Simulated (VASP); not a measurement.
# In: single point with PBE

In:

```xyz
4
Lattice="3.2892 0.0000 0.0000 -1.6446 2.8485 0.0000 0.0000 0.0000 10.8839" Properties=species:S:1:pos:R:3 pbc="T T T"
In    0.0000    0.0000    0.0000
In    0.0000    1.8990    2.7210
In    0.0000    0.0000    5.4420
In    1.6446    0.9495    8.1630
```

This cell differs from its parent crystal: strained.

```
Program             : VASP 6.6.1
Task                : single point
Functional          : PBE
Potentials or basis : VASP PAW PBE potentials, release 64 (In_d)
Cutoff              : 520 eV
k mesh              : 15 × 15 × 4
Occupations         : gaussian, width 0.1 eV
Spin                : no spin polarisation
```

```yaml
Pressure: 3.2 GPa
Band_gap_on_the_k_mesh: zero (bands 26 and 27 overlap by 4.66 eV)
```

Stress tensor (GPa, compression positive):
```
3.18 0.00 0.00
0.00 3.18 0.00
0.00 0.00 3.35
```

Levels at points of the mesh, in eV from the Fermi level:
```
           k point  band 24  band 25  band 26  band 27  band 28  band 29
(0.00, 0.00, 0.00)    -4.49    -3.55     2.97     2.98     8.72     8.72
(0.00, 0.00, 0.50)    -6.57    -0.80    -0.80     7.21     7.21     8.98
```

Wall time 120 s on 1 thread of Intel(R) Xeon(R) 6975P-C (Granite Rapids) (shared host), peak memory 0.34 GiB.

Caveat: the cell differs from its parent crystal (strained); the cell stands under pressure; spin-orbit coupling is left out, which moves the levels of the heavy elements.
